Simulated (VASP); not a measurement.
Set up this calculation in VASP 6.6.1, as the native input.

```yaml
Task: relaxation of cell and atoms
Functional: PBE
Potentials_or_basis: VASP PAW PBE potentials, release 64 (Hf_pv, N)
Cutoff: 600 eV
k_mesh: 17 × 17 × 17
Occupations: fermi-dirac, width 0.05 eV
Spin: no spin polarisation
Target_pressure: 110 GPa
Dipole_correction: no
Further_INCAR_settings: ALGO = Normal; EDIFF = 1e-06; IBRION = 2; EDIFFG = -0.005; NSW = 60; ISIF = 3
```

The structure of HfN (rocksalt type) lies in POSCAR:

```
HfN
1.0
    0.0000000000      2.0931673737      2.0931673737
    2.0931673737      0.0000000000      2.0931673737
    2.0931673737      2.0931673737      0.0000000000
Hf N
1 1
Direct
    0.0000000000      0.0000000000      0.0000000000
    0.5000000000      0.5000000000      0.5000000000
```

These files were run (other wordings do the same):

INCAR

```
ALGO = Normal ; EDIFF = 1E-6
EDIFFG = -0.005 ; ENCUT = 600
GGA = PE ; IBRION = 2
ISIF = 3 ; ISMEAR = -1
LASPH = True ; LCHARG = False
LREAL = False ; LWAVE = False
NELM = 100 ; NSW = 60
PREC = Accurate ; PSTRESS = 1100.0
SIGMA = 0.05
```

KPOINTS

```
k-points
0
Gamma
  17 17 17
```

Potentials or basis: VASP PAW PBE potentials, release 64 (Hf_pv, N).

Run with:

```sh
$ cat potpaw_PBE.64/Hf_pv/POTCAR potpaw_PBE.64/N/POTCAR > POTCAR
$ mpirun -np 1 vasp_std > vasp.out
```

Results of the run:

The relaxed volume is 9.15 Å³/atom and the relaxed cell is a = 2.958 Å, b = 2.958 Å, c = 2.958 Å, α = 60.00°, β = 60.00°, γ = 60.00°. The space group after relaxing (to 0.1 Å) is Fm-3m (No. 225) and the energy change on relaxing (the run minimises the enthalpy) is +13.4 meV/atom. The ionic steps are 3 and the pressure after relaxing is 110.0 GPa. The band gap on the k mesh is zero (an odd number of electrons rules out a gap without spin polarisation).

Caveat: the cell is relaxed towards a set pressure, so the run minimises the enthalpy, not the energy; spin-orbit coupling is left out, which moves the levels of the heavy elements.

Wall time 23 s on 1 thread of Intel(R) Xeon(R) 6975P-C (Granite Rapids) (shared host), peak memory 0.18 GiB.
